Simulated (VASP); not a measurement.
# LaC (Pm-3m) in VASP: vibrations by perturbation theory with PBEsol

Aim: the vibrations by perturbation theory of LaC with PBEsol.

Program: VASP 6.6.1. These are calculated values, not measurements. Logs are shortened: lines on timing, memory, paths and dates and some standing lists are left out, and cuts for length are marked.

## (1) The cell of the first run

Symmetry: Pm-3m, No. 221, cubic system. Conventional cell: a = 3.232 Å, b = 3.232 Å, c = 3.232 Å, α = 90.00°, β = 90.00°, γ = 90.00°. La (site symmetry m-3m) has 8 C at 2.80 Å and 6 La at 3.23 Å within 3.7 Å. Within 3.7 Å of C (site symmetry m-3m) lie 8 La at 2.80 Å and 6 C at 3.23 Å.

## (2) Vibrations by perturbation theory, PBEsol

Contents of INCAR:

```
PREC = Accurate
ENCUT = 520
EDIFF = 1E-8
ISMEAR = 0
SIGMA = 0.15
LREAL = False
LASPH = True
NELM = 60
ALGO = Normal
ISIF = 2
LWAVE = False
LCHARG = False
GGA = PS
NBANDS = 14
IBRION = 8
NSW = 1
```

Contents of KPOINTS:

```
Automatic mesh
0
Gamma
  12 12 12
```

Contents of POSCAR:

```
LaC
1.0
    3.2316269513      0.0000000000      0.0000000000
    0.0000000000      3.2316269513      0.0000000000
    0.0000000000      0.0000000000      3.2316269513
La C
1 1
Direct
    0.0000000000      0.0000000000      0.0000000000
    0.5000000000      0.5000000000      0.5000000000
```

Potentials or basis: VASP PAW PBE potentials, release 64 (La, C).

Started as:

```console
$ cat potpaw_PBE.64/La/POTCAR potpaw_PBE.64/C/POTCAR > POTCAR
$ mpirun -np 1 vasp_std > vasp.out
```

OUTCAR:

```text
PREC = Accurate
   ENCUT = 520
   EDIFF = 1E-8
   ISMEAR = 0
   LREAL = False
   LASPH = True
   NELM = 60
   ISIF = 2
   GGA = PS
   IBRION = 8
   NSW = 1

 ion  position               nearest neighbor table
   1  0.000  0.000  0.000-   2 2.80   2 2.80   2 2.80   2 2.80   2 2.80   2 2.80   2 2.80   2 2.80

   2  0.500  0.500  0.500-   1 2.80   1 2.80   1 2.80   1 2.80   1 2.80   1 2.80   1 2.80   1 2.80

  LATTYP: Found a simple cubic cell.
 ALAT       =     3.2316269513

  Lattice vectors:

 A1 = (   3.2316269513,   0.0000000000,   0.0000000000)
 A2 = (   0.0000000000,   3.2316269513,   0.0000000000)
 A3 = (   0.0000000000,   0.0000000000,   3.2316269513)

Analysis of symmetry for initial positions (statically):
=====================================================================
 Subroutine PRICEL returns:
 Original cell was already a primitive cell.

 Routine SETGRP: Setting up the symmetry group for a
 simple cubic supercell.

 Subroutine GETGRP returns: Found 48 space group operations
 (whereof 48 operations were pure point group operations)
 out of a pool of 48 trial point group operations.

The static configuration has the point symmetry O_h .

Analysis of symmetry for dynamics (positions and initial velocities):
=====================================================================
 Subroutine PRICEL returns:
 Original cell was already a primitive cell.

 Routine SETGRP: Setting up the symmetry group for a
 simple cubic supercell.

 Subroutine GETGRP returns: Found 48 space group operations
 (whereof 48 operations were pure point group operations)
 out of a pool of 48 trial point group operations.

The dynamic configuration has the point symmetry O_h .

 Subroutine INISYM returns: Found 48 space group operations
 (whereof 48 operations are pure point group operations),
 and found     1 'primitive' translations

----------------------------------------------------------------------------------------

                                     Primitive cell

  volume of cell :      33.7492
[... 567 lines left out ...]
 -----------------------------------------------------------------------------
  energy-cutoff  :      520.00
  volume of cell :       33.75
      direct lattice vectors                 reciprocal lattice vectors
     3.231626951  0.000000000  0.000000000     0.309441657  0.000000000  0.000000000
     0.000000000  3.231626951  0.000000000     0.000000000  0.309441657  0.000000000
     0.000000000  0.000000000  3.231626951     0.000000000  0.000000000  0.309441657

 POSITION                                       TOTAL-FORCE (eV/Angst)
 -----------------------------------------------------------------------------------
      0.00000      0.00000      0.00000         0.000000      0.000000      0.000000
      1.61581      1.61581      1.61581         0.000000      0.000000      0.000000
 -----------------------------------------------------------------------------------
    total drift:                                0.000000      0.000000     -0.000000

  FREE ENERGIE OF THE ION-ELECTRON SYSTEM (eV)
  ---------------------------------------------------
  free  energy   TOTEN  =       -13.7134990088 eV

  energy  without entropy=      -13.6871631404  energy(sigma->0) =      -13.70033107

[... ionic steps 2 to 3 ...]

--------------------------------------- Ionic step        4  -------------------------------------------

------------------------ aborting loop because EDIFF is reached ----------------------------------------

[... ionic steps 5 to 6 ...]

--------------------------------------- Ionic step        7  -------------------------------------------

 Free energy of the ion-electron system (eV)
  ---------------------------------------------------
  ---------------------------------------------------
  free energy    TOTEN  =        -0.11298936 eV

  energy without entropy =       -0.11298937

------------------------ aborting loop because EDIFF is reached ----------------------------------------

 INTERNAL STRAIN TENSOR  FOR ION    2  DIRECTION 1   (eV/Angst):
 -----------------------------------------------------------------------------
     0.06115  0.00000  0.00000
    -0.00000 -0.01209  0.00000
     0.00000  0.00000 -0.01209

 INTERNAL STRAIN TENSOR FOR ION    2 for displacements in x,y,z  (eV/Angst):
          X           Y           Z          XY          YZ          ZX
  --------------------------------------------------------------------------------
  x     0.00000     0.00000     0.00000     0.00000     0.00000     0.00000
  y     0.00000     0.00000     0.00000     0.00000     0.00000     0.00000
  z     0.00000     0.00000     0.00000     0.00000     0.00000     0.00000

 SECOND DERIVATIVES (NOT SYMMETRIZED)
 ------------------------------------
               1X          1Y          1Z          2X          2Y          2Z
  1X     0.973252   -0.000000    0.000000   -0.973252    0.000000    0.000000
  1Y    -0.000000    0.973252    0.000000    0.000000   -0.973252   -0.000000
  1Z    -0.000000   -0.000000    0.973252    0.000000    0.000000   -0.973252
  2X    -0.978727    0.000000    0.000000    0.978727   -0.000000   -0.000000
  2Y     0.000000   -0.978727    0.000000   -0.000000    0.978727   -0.000000
  2Z    -0.000000   -0.000000   -0.978727    0.000000    0.000000    0.978727

 Eigenvectors and eigenvalues of the dynamical matrix
 ----------------------------------------------------

   1 f  =    0.003522 THz     0.022130 2PiTHz    0.117483 cm-1     0.014566 meV
             X         Y         Z           dx          dy          dz
      0.000000  0.000000  0.000000     0.959593   -0.000000   -0.000000
      1.615813  1.615813  1.615813     0.281390    0.000000    0.000000
[... 21 lines left out ...]
   6 f/i=    4.650554 THz    29.220290 2PiTHz  155.125772 cm-1    19.233136 meV
             X         Y         Z           dx          dy          dz
      0.000000  0.000000  0.000000     0.281390   -0.000000   -0.000000
      1.615813  1.615813  1.615813    -0.959593    0.000000    0.000000

--------------------------------------------------------------------------------------------------------

 ELASTIC MODULI CONTR FROM IONIC RELAXATION (kBar)
 Direction    XX          YY          ZZ          XY          YZ          ZX
 --------------------------------------------------------------------------------
 XX           0.0000      0.0000      0.0000      0.0000      0.0000      0.0000
 YY           0.0000      0.0000      0.0000      0.0000      0.0000      0.0000
 ZZ           0.0000      0.0000      0.0000      0.0000      0.0000      0.0000
 XY           0.0000      0.0000      0.0000      0.0000      0.0000      0.0000
 YZ           0.0000      0.0000      0.0000      0.0000      0.0000      0.0000
 ZX           0.0000      0.0000      0.0000      0.0000      0.0000      0.0000
 --------------------------------------------------------------------------------
```

OSZICAR:

```text
N       E                     dE             d eps       ncg     rms          rms(c)
DAV:   1     0.107436724911E+03    0.10744E+03   -0.54724E+03  2496   0.154E+03
DAV:   2    -0.284882851716E+01   -0.11029E+03   -0.99855E+02  2832   0.222E+02
DAV:   3    -0.138492278539E+02   -0.11000E+02   -0.10381E+02  3568   0.969E+01
[... 69 lines left out ...]
RMM:  14    -0.112989339774E+00   -0.61855E-08   -0.31610E-07 13212   0.370E-04    0.131E-05
RMM:  15    -0.112989337663E+00    0.21105E-08   -0.29750E-07 13519   0.241E-04    0.604E-06
RMM:  16    -0.112989360182E+00   -0.22519E-07   -0.11719E-07 13315   0.165E-04    0.111E-05
RMM:  17    -0.112989357640E+00    0.25422E-08   -0.11362E-07 12886   0.124E-04    0.196E-06
RMM:  18    -0.112989360684E+00   -0.30438E-08   -0.80669E-08 13330   0.932E-05    0.156E-06
 Linear response finished
```

stdout:

```text
POSCAR found type information on POSCAR LaC
 POSCAR found :  2 types and       2 ions
 scaLAPACK will be used
 -----------------------------------------------------------------------------
|                                                                             |
|                                                                             |
|     You enforced a specific xc type in the INCAR file but a different       |
|     I HOPE YOU KNOW WHAT YOU ARE DOING!                                     |
|                                                                             |
 -----------------------------------------------------------------------------

 LDA part: xc-table for (Slater+PW92), standard interpolation
 POSCAR, INCAR and KPOINTS ok, starting setup
 FFT: planning ... GRIDC
 FFT: planning ... GRID_SOFT
 FFT: planning ... GRID
 WAVECAR not read
 entering main loop
 Linear response reoptimize wavefunctions to high precision
 Linear response DOF=           2
 Linear response progress:
 first order change of Fermi-energy  -0.40871E-02
 force on displaced ion       1 direction 1 :   0.973   0.000  -0.000
 Linear response progress:
 first order change of Fermi-energy   0.40007E-02
 force on displaced ion       2 direction 1 :   0.979  -0.000   0.000
 Linear response finished
```

Wall time 9.8 min (1 thread of Intel Xeon Platinum 8375C at 2.90GHz (Ice Lake), shared host); peak memory 0.34 GiB.

What came out:

```yaml
Highest_phonon_frequency_at_Γ: 0 cm⁻¹
Most_unstable_mode: 155i cm⁻¹
```

Phonon frequencies in cm⁻¹ (negative: imaginary):
```
              q point           frequencies
(0.000, 0.000, 0.000)  -155 -155 -155 0 0 0
```

Caveat: some modes are imaginary; spin-orbit coupling is left out, which moves the levels of the heavy elements.
